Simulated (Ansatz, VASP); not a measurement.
**One calculation of BN, two programs**

Contents of INCAR:

```
SYSTEM = BN
  PREC = Accurate
  ENCUT = 520
  EDIFF = 1E-6
  ISMEAR = 0
  SIGMA = 0.05
  LREAL = .False.
  LASPH = .True.
  NELM = 100
  ALGO = Normal
  ISIF = 2
  LWAVE = .False.
  LCHARG = .False.
  GGA = CA
  NBANDS = 16
```

The input KPOINTS:

```
Automatic mesh
0
Gamma
  12 12 4
  0 0 0
```

File POSCAR:

```
BN
1.0
    2.3709920293      0.0000000000      0.0000000000
   -1.1854960146      2.0533393295      0.0000000000
    0.0000000000      0.0000000000      6.9820973278
B N
2 2
Direct
    0.3333333333      0.6666666667      0.2500000000
    0.6666666667      0.3333333333      0.7500000000
    0.3333333333      0.6666666667      0.7500000000
    0.6666666667      0.3333333333      0.2500000000
```

Input for Ansatz:

```yaml
crystal:
  lattice:
    - [2.3709920293, 0.0, 0.0]
    - [-1.1854960146, 2.0533393295, 0.0]
    - [0.0, 0.0, 6.9820973278]
  atoms:
    - { symbol: B, position: [0.3333333333, 0.6666666667, 0.25] }
    - { symbol: B, position: [0.6666666667, 0.3333333333, 0.75] }
    - { symbol: "N", position: [0.3333333333, 0.6666666667, 0.75] }
    - { symbol: "N", position: [0.6666666667, 0.3333333333, 0.25] }
basis:
  ecutwfc: 520.0
kpoints:
  mp_grid: { grid: [12, 12, 4] }
hamiltonian:
  xc: lda
  pseudopotentials: { kind: paw, azcp: { folder: soft_1 } }
scf:
  occupations: { method: gaussian, width: 0.05 }
output:
  forces: true
  stress: true
  eigenvalues: true
```

Alike in both runs: task single point; functional LDA; k mesh 12 × 12 × 4; occupations gaussian, width 0.05 eV; no spin polarisation.

|  | VASP | Ansatz |
| --- | --- | --- |
| version | VASP 6.6.1 | Ansatz 0.2.0 |
| potentials or method | VASP PAW LDA potentials, release 64 (B, N), cutoff 520 eV | scalar-relativistic, plane waves, PAW |
| valence electrons in the cell | 16 | 16 |

Ansatz gave:

| Quantity | Value |
| --- | --- |
| gap on the k mesh at the Fermi level (eV) | 4.42 |
| least direct gap on the mesh (eV) | 4.91 |

Task: Which values does VASP return?

Result: gap on the k mesh at the Fermi level (eV): 4.40; least direct gap on the mesh (eV): 4.91.

Ansatz warns that its potentials were made for another functional, while VASP's fit it. LDA's correlation is that of Perdew and Zunger in VASP and of Perdew and Wang (1992) in Ansatz.
